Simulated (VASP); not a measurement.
# Al3BN2 (C2/m) in VASP: relaxation of cell and atoms with PBE

Aim: the relaxation of cell and atoms of Al3BN2 with PBE.

Everything below comes from runs of VASP 6.6.1. Logs are shortened: lines on timing, memory, paths and dates and some standing lists are left out, and cuts for length are marked.

## Step 1: The cell of the first run

The structure is monoclinic, space group C2/m (No. 12). The conventional cell has a = 6.520 Å, b = 4.806 Å, c = 5.391 Å, α = 90.00°, β = 122.06°, γ = 90.00°. Within 2.7 Å of Al (site symmetry m) lie 2 N at 1.94 to 2.56 Å and 1 Al at 2.28 Å and 3 B at 2.42 to 2.66 Å. Al (site symmetry 2/m) has 6 N at 2.16 to 2.83 Å and 2 B at 2.70 Å and 8 Al at 2.95 to 3.20 Å within 3.3 Å. Within 2.1 Å of B (site symmetry 2/m) lie 2 N at 1.57 Å. Within 2.2 Å of N (site symmetry m) lie 1 B at 1.57 Å and 2 Al at 1.94 to 2.16 Å.

The cell was built from a structure type or drawn by symmetry, and may not be a known phase.

## Step 2: Relaxation of cell and atoms, PBE

File INCAR:

```
PREC     = Accurate       # precision mode
ENCUT    = 600            # plane-wave cutoff, eV
EDIFF    = 1E-7           # SCF threshold, eV
ISMEAR   = 0              # smearing method
SIGMA    = 0.15           # smearing width, eV
LREAL    = F              # projectors in reciprocal space
LASPH    = T              # aspherical terms in the spheres
NELM     = 120            # most SCF steps
ALGO     = Normal         # electronic algorithm
ISIF     = 3              # what is computed and relaxed
LWAVE    = F              # write WAVECAR
LCHARG   = F              # write CHGCAR
GGA      = PE             # functional
IBRION   = 2              # ionic algorithm
NSW      = 36             # ionic steps
EDIFFG   = -0.08          # ionic threshold
GGA_COMPAT= F            
NELMIN   = 4
```

File KPOINTS:

```
regular mesh
0
Gamma
  3 3 3
```

File POSCAR:

```
Al3BN2
1.0
    3.2598508400     -2.4028289500      0.0000000000
    3.2598508400      2.4028289500      0.0000000000
   -2.8616367100      0.0000000000      4.5685961800
Al B N
3 1 2
Direct
    0.9204985800      0.9204985800      0.1436600800
    0.0795014200      0.0795014200      0.8563399200
    0.5000000000      0.5000000000      0.5000000000
    0.5000000000      0.5000000000      0.0000000000
    0.2720066800      0.2720066800      0.6784047600
    0.7279933200      0.7279933200      0.3215952400
```

Potentials or basis: VASP PAW PBE potentials, release 64 (Al, B, N).

Started as:

```bash
$ cat potpaw_PBE.64/Al/POTCAR potpaw_PBE.64/B/POTCAR potpaw_PBE.64/N/POTCAR > POTCAR
$ mpirun -np 1 vasp_std > vasp.out
```

OUTCAR:

```text
PREC = Accurate
   ENCUT = 600
   EDIFF = 1E-7
   ISMEAR = 0
   LREAL = F
   LASPH = T
   NELM = 120
   ISIF = 3
   GGA = PE
   IBRION = 2
   NSW = 36
   EDIFFG = -0.08
   NELMIN = 4

 ion  position               nearest neighbor table
   1  0.920  0.920  0.144-   6 1.94   2 2.28   4 2.42   5 2.56   4 2.66   4 2.66   3 2.95   3 2.95
                             3 3.08   2 3.08   2 3.08   3 3.20
   2  0.080  0.080  0.856-   5 1.94   1 2.28   4 2.42   6 2.56   4 2.66   4 2.66   3 2.95   3 2.95
                             3 3.08   1 3.08   1 3.08   3 3.20
   3  0.500  0.500  0.500-   5 2.16   6 2.16   4 2.70   4 2.70   2 2.95   2 2.95   1 2.95   1 2.95
                             2 3.08   1 3.08   2 3.20   1 3.20
   4  0.500  0.500  0.000-   5 1.57   6 1.57   1 2.42   2 2.42   2 2.66   2 2.66   1 2.66   1 2.66
                             3 2.70   3 2.70
   5  0.272  0.272  0.678-   4 1.57   2 1.94   3 2.16   1 2.56
   6  0.728  0.728  0.322-   4 1.57   1 1.94   3 2.16   2 2.56

  LATTYP: Found a base centered monoclinic cell.
 ALAT       =     6.5197016800
 B/A-ratio  =     0.7370978207
 C/A-ratio  =     0.8268520735
 COS(beta)  =    -0.5308342721

  Lattice vectors:

 A1 = (   3.2598508400,  -2.4028289500,   0.0000000000)
 A2 = (   3.2598508400,   2.4028289500,   0.0000000000)
 A3 = (  -2.8616367100,   0.0000000000,   4.5685961800)

Analysis of symmetry for initial positions (statically):
=====================================================================
 Subroutine PRICEL returns:
 Original cell was already a primitive cell.

 Routine SETGRP: Setting up the symmetry group for a
 base centered monoclinic supercell.

 Subroutine GETGRP returns: Found  4 space group operations
 (whereof  4 operations were pure point group operations)
 out of a pool of  4 trial point group operations.

The static configuration has the point symmetry C_2h.

Analysis of symmetry for dynamics (positions and initial velocities):
=====================================================================
 Subroutine PRICEL returns:
 Original cell was already a primitive cell.

 Routine SETGRP: Setting up the symmetry group for a
 base centered monoclinic supercell.

 Subroutine GETGRP returns: Found  4 space group operations
 (whereof  4 operations were pure point group operations)
 out of a pool of  4 trial point group operations.

The dynamic configuration has the point symmetry C_2h.

 Subroutine INISYM returns: Found  4 space group operations
 (whereof  4 operations are pure point group operations),
 and found     1 'primitive' translations

----------------------------------------------------------------------------------------

                                     Primitive cell

  volume of cell :      71.5704

  direct lattice vectors                    reciprocal lattice vectors
     3.259850840 -2.402828950  0.000000000     0.153381251 -0.208088054  0.096073586
     3.259850840  2.402828950  0.000000000     0.153381251  0.208088054  0.096073586
    -2.861636710  0.000000000  4.568596180     0.000000000  0.000000000  0.218885618

  length of vectors
     4.049717825  4.049717825  5.390828852     0.275783575  0.275783575  0.218885618

  position of ions in fractional coordinates (direct lattice)
     0.920498580  0.920498580  0.143660080
     0.079501420  0.079501420  0.856339920
     0.500000000  0.500000000  0.500000000
     0.500000000  0.500000000  0.000000000
     0.272006680  0.272006680  0.678404760
     0.727993320  0.727993320  0.321595240

  ion indices of the primitive-cell ions
   primitive index   ion index
                 1           1
                 2           2
                 3           3
                 4           4
                 5           5
                 6           6

----------------------------------------------------------------------------------------

 KPOINTS: regular mesh

Automatic generation of k-mesh.
 Grid dimensions read from file:
 generate k-points for:    3    3    3

 Generating k-lattice:

  Cartesian coordinates                     Fractional coordinates (reciprocal lattice)
     0.051127084 -0.069362685  0.032024529     0.333333333  0.000000000  0.000000000
     0.051127084  0.069362685  0.032024529     0.000000000  0.333333333  0.000000000
     0.000000000  0.000000000  0.072961873     0.000000000  0.000000000  0.333333333

  Length of vectors
     0.091927858  0.091927858  0.072961873

  Shift w.r.t. Gamma in fractional coordinates (k-lattice)
     0.000000000  0.000000000  0.000000000

 Subroutine IBZKPT returns following result:
 ===========================================

 Found     10 irreducible k-points:

 Following reciprocal coordinates:
            Coordinates               Weight
  0.000000  0.000000  0.000000      1.000000
  0.333333 -0.000000 -0.000000      4.000000
  0.333333  0.333333 -0.000000      2.000000
 -0.333333  0.333333  0.000000      2.000000
  0.000000  0.000000  0.333333      2.000000
  0.333333 -0.000000  0.333333      4.000000
 -0.333333  0.000000  0.333333      4.000000
  0.333333  0.333333  0.333333      2.000000
 -0.333333  0.333333  0.333333      4.000000
 -0.333333 -0.333333  0.333333      2.000000
   k-points           NKPTS =     10   k-points in BZ     NKDIM =     10   number of bands    NBANDS=     15
   number of dos      NEDOS =    301   number of ions     NIONS =      6
   total plane-waves  NPLWV =  49152
   dimension x,y,z NGX =    32 NGY =   32 NGZ =   48
   dimension x,y,z NGXF=    64 NGYF=   64 NGZF=   96
   ions per type =               3   1   2
   NGX,Y,Z   is equivalent  to a cutoff of  13.14, 13.14, 14.80 a.u.
   NGXF,Y,Z  is equivalent  to a cutoff of  26.27, 26.27, 29.61 a.u.
 SYSTEM =  unknown system
   PREC   = accura    normal or accurate (medium, high low for compatibility)
   ISTART =      0    job   : 0-new  1-cont  2-samecut
   ICHARG =      2    charge: 1-file 2-atom 10-const
   ISPIN  =      1    spin polarized calculation?
   LNONCOLLINEAR =      F non collinear calculations
   LSORBIT =      F    spin-orbit coupling
   LASPH  =      T    aspherical Exc in radial PAW
   ENCUT  =  600.0 eV  44.10 Ry    6.64 a.u.   8.09  8.09 10.77*2*pi/ulx,y,z
   NELM   =    120;   NELMIN=  4; NELMDL= -5     # of ELM steps
   EDIFF  = 0.1E-06   stopping-criterion for ELM
   LREAL  =      F    real-space projection
   EDIFFG = -.8E-01   stopping-criterion for IOM
   NSW    =     36    number of steps for IOM
   IBRION =      2    ionic relax: 0-MD 1-quasi-New 2-CG
   NFREE  =      1    steps in history (QN), initial steepest desc. (CG)
   ISIF   =      3    stress and relaxation
   ISYM   =      2    0-nonsym 1-usesym 2-fastsym
   POTIM  = 0.5000    time-step for ionic-motion
   TEBEG  =    0.0;   TEEND  =   0.0 temperature during run
   PSTRESS=    0.0 pullay stress
   NELECT =      22.0000    total number of electrons
   NUPDOWN=      -1.0000    fix difference up-down
   EMIN   =  10.00;   EMAX   =-10.00  energy-range for DOS
   EFERMI =   0.00;   METHOD = LEGACY
   ISMEAR =     0;   SIGMA  =   0.15  broadening in eV -4-tet -1-fermi 0-gaus
   EFERMI_NEDOS =   21; number of points for ismear=-14 and -15
   IALGO  =     38    algorithm
   IMIX   =      4    mixing-type and parameters
     AMIX     =   0.40;   BMIX     =  1.00
     AMIX_MAG =   1.60;   BMIX_MAG =  1.00
  volume/ion in A,a.u.               =      11.93        80.50
  Fermi-wavevector in a.u.,A,eV,Ry     =   1.104853  2.087870 16.608642  1.220701
  Thomas-Fermi vector in A             =   2.241332
   LORBIT       =      0    0 simple, 1 ext, 2 COOP (PROOUT), +10 PAW based schemes
   GGA     = PE    functional components
   LHFCALC =     F    Hartree Fock is set to
   AEXX    =    0.0000 exact exchange contribution
   IVDW    =     0    specifies the selected vdW correction
   LEPSILON=     F    determine dielectric tensor
   LRPA    =     F    only Hartree local field effects (RPA)
 conjugate gradient relaxation of ions
 non-spin polarized calculation
 Gauss-broadening in eV      SIGMA  =   0.15
  energy-cutoff  :      600.00
  volume of cell :       71.57
 maximum number of plane-waves:      2404
   NGX = 17   NGY = 17   NGZ = 21

--------------------------------------- Ionic step        1  -------------------------------------------

 number of electron      22.0000000 magnetization

 Free energy of the ion-electron system (eV)
  ---------------------------------------------------
  ext. energy  EPLUGINS =         0.00000000
  ---------------------------------------------------
  free energy    TOTEN  =       -32.00801535 eV

  energy without entropy =      -31.98428418  energy(sigma->0) =      -31.99614976

------------------------ aborting loop because EDIFF is reached ----------------------------------------

  FORCE on cell =-STRESS in cart. coord.  units (eV):
  Direction    XX          YY          ZZ          XY          YZ          ZX
  --------------------------------------------------------------------------------------
  -------------------------------------------------------------------------------------
  Total       -0.4469798      2.9150505     -9.2196962      0.0000000      0.0000000     -2.6516050
  in kB      -10.0061069     65.2564311   -206.3924655      0.0000000      0.0000000    -59.3589293
  external PRESSURE =     -50.3807138 kB  Pullay stress =       0.0000000 kB
[... 101 lines left out ...]
  FREE ENERGIE OF THE ION-ELECTRON SYSTEM (eV)
  ---------------------------------------------------
  free  energy   TOTEN  =       -32.9398835382 eV

  energy  without entropy=      -32.9154731793  energy(sigma->0) =      -32.92767836

 E-fermi :   6.6415     XC(G=0): -10.0281

 val. band max:        6.4511641989   @ k =   0.0000   0.0000   0.0000
 cond. band min:       6.6606350448   @ k =   0.3333   0.3333   0.3333
 fundamental gap:      0.2094708459
 Fermi energy:         6.6414929169

 k-point     1 :       0.0000    0.0000    0.0000
  band No.  band energies     occupation
      1     -11.2886      2.00000
      2      -9.9400      2.00000
      3      -2.6315      2.00000
      4      -0.8149      2.00000
      5      -0.2785      2.00000
      6       0.0307      2.00000
      7       1.0422      2.00000
      8       1.4465      2.00000
      9       2.7175      2.00000
     10       5.1242      2.00000
     11       5.9889      2.00000
     12       6.4393      1.94336
     13       6.4512      1.92726
     14       8.1504      0.00000
     15       9.1094      0.00000
[... 145 lines left out ...]
 k-point    10 :      -0.3333   -0.3333    0.3333
  band No.  band energies     occupation
      1     -10.9374      2.00000
      2     -10.2510      2.00000
      3      -2.8938      2.00000
      4      -1.4446      2.00000
      5      -1.1753      2.00000
      6       1.0730      2.00000
      7       1.1962      2.00000
      8       1.6988      2.00000
      9       3.1474      2.00000
     10       3.7917      2.00000
     11       6.2893      1.99910
     12       6.7872      0.16958
     13       7.9975      0.00000
     14       8.4496      0.00000
     15      10.7096      0.00000

[... ionic steps 4 to 17 ...]

--------------------------------------- Ionic step       18  -------------------------------------------

 number of electron      21.9999999 magnetization

------------------------ aborting loop because EDIFF is reached ----------------------------------------

  FORCE on cell =-STRESS in cart. coord.  units (eV):
  Direction    XX          YY          ZZ          XY          YZ          ZX
  --------------------------------------------------------------------------------------
  -------------------------------------------------------------------------------------
  Total        0.0977857     -0.0416227     -0.1019366      0.0000000      0.0000000     -0.5155497
  in kB        1.9070173     -0.8117263     -1.9879698      0.0000000      0.0000000    -10.0542566
  external PRESSURE =      -0.2975596 kB  Pullay stress =       0.0000000 kB
[... 65 lines left out ...]
  energy  without entropy=      -34.6065462349  energy(sigma->0) =      -34.62719230

--------------------------------------- Ionic step       20  -------------------------------------------

 number of electron      21.9999998 magnetization

 Free energy of the ion-electron system (eV)
  ---------------------------------------------------
  ext. energy  EPLUGINS =         0.00000000
  ---------------------------------------------------
  free energy    TOTEN  =       -34.65039194 eV

  energy without entropy =      -34.60977827  energy(sigma->0) =      -34.63008511

 E-fermi :   6.4712     XC(G=0):  -9.9406

 val. band max:        6.4619139194   @ k =  -0.3333   0.3333   0.0000
 cond. band min:       6.5078380169   @ k =  -0.3333  -0.3333   0.3333
 fundamental gap:      0.0459240975
 Fermi energy:         6.4712380796

 k-point     1 :       0.0000    0.0000    0.0000
  band No.  band energies     occupation
      1     -11.4237      2.00000
      2     -10.0571      2.00000
      3      -2.9513      2.00000
      4      -0.9037      2.00000
      5      -0.4195      2.00000
      6       0.0993      2.00000
      7       1.0111      2.00000
      8       1.2049      2.00000
      9       2.6933      2.00000
     10       5.0646      2.00000
     11       5.7076      2.00000
     12       6.2009      1.98919
     13       6.3457      1.76341
     14       7.3056      0.00000
     15       9.0792      0.00000
[... 193 lines left out ...]
  FREE ENERGIE OF THE ION-ELECTRON SYSTEM (eV)
  ---------------------------------------------------
  free  energy   TOTEN  =       -34.6503919408 eV

  energy  without entropy=      -34.6097782738  energy(sigma->0) =      -34.63008511

 reached required accuracy - stopping structural energy minimisation
```

It took 1.8 min on 1 thread of Intel Xeon 6975P-C (Granite Rapids), shared host; peak memory 0.21 GiB.

Results:

```yaml
Free_energy: -34.6504 eV
Relaxed_volume: 13.70 Å³/atom
Relaxed_cell: a = 4.737 Å, b = 4.737 Å, c = 5.385 Å, α = 123.99°, β = 123.99°, γ = 77.70°
Space_group_after_relaxing_to_0.1_Å: C2/m (No. 12)
Energy_gained_by_relaxing: 440.4 meV/atom
Ionic_steps: 20
Pressure_after_relaxing: 0.5 GPa
Largest_force_after_relaxing: 0.076 eV/Å
Band_gap_on_the_k_mesh: zero (bands 11 and 12 overlap by 0.65 eV)
```

Forces on the atoms (eV/Å):
```
Al   0.066  0.000 -0.037
Al  -0.066  0.000  0.037
Al   0.000  0.000  0.000
B    0.000  0.000  0.000
N   -0.008  0.000  0.045
N    0.008  0.000 -0.045
```

Stress tensor (GPa, compression positive):
```
 0.51  0.00 -0.23
 0.00  0.09  0.00
-0.23  0.00  0.82
```

The path:
```
step  energy change (eV)  largest force (eV/Å)  pressure (GPa)  volume (Å³)
   1              0.0000                3.0674           -5.04        71.57
   2             -0.9071                2.5080           12.24        67.54
   3             -0.9319                1.8628            8.79        68.09
   4             -1.6959                2.8356            7.04        71.05
   5             -1.7539                3.6708            8.07        72.02
   6             -2.0669                1.5185           -6.27        78.08
   7             -2.1286                0.7572           -3.04        76.20
   8             -2.2803                0.8022           -0.91        75.81
   9             -2.3402                0.9991            2.36        75.36
  10             -2.4538                0.6548            3.68        76.52
  11             -2.4771                0.5274            4.88        77.28
  12             -2.5517                0.6401           -1.21        80.69
  13             -2.5526                0.6068           -0.64        80.34
  14             -2.5793                0.4586           -0.48        80.76
  15             -2.6029                0.8426           -0.12        81.64
  16             -2.6205                0.5373           -0.30        81.88
  17             -2.6334                0.2004           -0.57        82.29
  18             -2.6375                0.1630           -0.03        82.15
  19             -2.6398                0.1412            0.74        81.97
  20             -2.6424                0.0755            0.47        82.19
```

Final structure:
```xyz
6
Lattice="3.6792 -2.9713 -0.2688 3.6792 2.9713 -0.2688 -3.5820 0.0000 4.0209" Properties=species:S:1:pos:R:3 pbc="T T T"
Al    6.2069    0.0000    0.2557
Al   -2.4305    0.0000    3.2275
Al    1.8882    0.0000    1.7416
B     3.6792    0.0000   -0.2688
N    -0.5529    0.0000    2.5640
N     4.3293    0.0000    0.9193
```

Caveat: the k points lie up to 0.54 Å⁻¹ apart in the final cell, too coarse for converged energies and pressures of a metal; semilocal functionals underestimate gaps, so a narrow gap can read as zero; a cell axis changed by over 15 % at a fixed basis, so the end point is rough; the relaxation stopped at a loose force limit of 0.08 eV/Å, so its end isn't a converged minimum.
